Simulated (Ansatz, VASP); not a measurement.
# Two plane-wave programs on Ca

INCAR

```
  PREC = Accurate
  ENCUT = 520
  EDIFF = 1E-6
  ISMEAR = -1
  SIGMA = 0.1
  LREAL = F
  LASPH = T
  NELM = 100
  ALGO = Normal
  ISIF = 2
  LWAVE = F
  LCHARG = T
  GGA = B5
  ALDAX = 1.0
  AGGAX = 1.0
  AGGAC = 1.0
  ALDAC = 0.0
  LELF = T
  LVHAR = T
  NBANDS = 11
```

KPOINTS

```
regular mesh
0
Gamma
  11 11 11
```

Contents of POSCAR:

```
Ca
1.0
   -2.2532173920      2.2532173920      2.2532173920
    2.2532173920     -2.2532173920      2.2532173920
    2.2532173920      2.2532173920     -2.2532173920
Ca
1
Direct
    0.0000000000      0.0000000000      0.0000000000
```

Input for Ansatz:

```yaml
crystal:
  lattice:
    - [-2.253217392, 2.253217392, 2.253217392]
    - [2.253217392, -2.253217392, 2.253217392]
    - [2.253217392, 2.253217392, -2.253217392]
  atoms:
    - { symbol: Ca, position: [0.0, 0.0, 0.0] }
hamiltonian:
  xc: blyp
  pseudopotentials:
    kind: paw
    azcp:
      Ca: "pseudopotentials/Ca.paw.azcp"
basis:
  ecutwfc: 420
  fft_grid_basis: typed
kpoints:
  mp_grid: { grid: [11, 11, 11], shift: [0, 0, 0] }
magnetization:
  spin_polarized: false
scf:
  occupations: { method: fermi_dirac, width: 0.1 }
  lower_state_search: "off"
output:
  stress: true
```

Alike in both runs: task single point; functional BLYP; k mesh 11 × 11 × 11; occupations fermi-dirac, width 0.1 eV; no spin polarisation.

|  | VASP | Ansatz |
| --- | --- | --- |
| version | VASP 6.6.1 | Ansatz 0.2.0 |
| potentials or method | VASP PAW PBE potentials, release 64 (Ca_sv), cutoff 520 eV | plane waves (420 eV) with PAW, scalar-relativistic |
| valence electrons in the cell | 10 | 10 |

|  | VASP | Ansatz | Ansatz less VASP |
| --- | --- | --- | --- |
| pressure (GPa) | -1.0 | -1.0 | -0.01 |

VASP's potentials were made for PBE, not for BLYP.
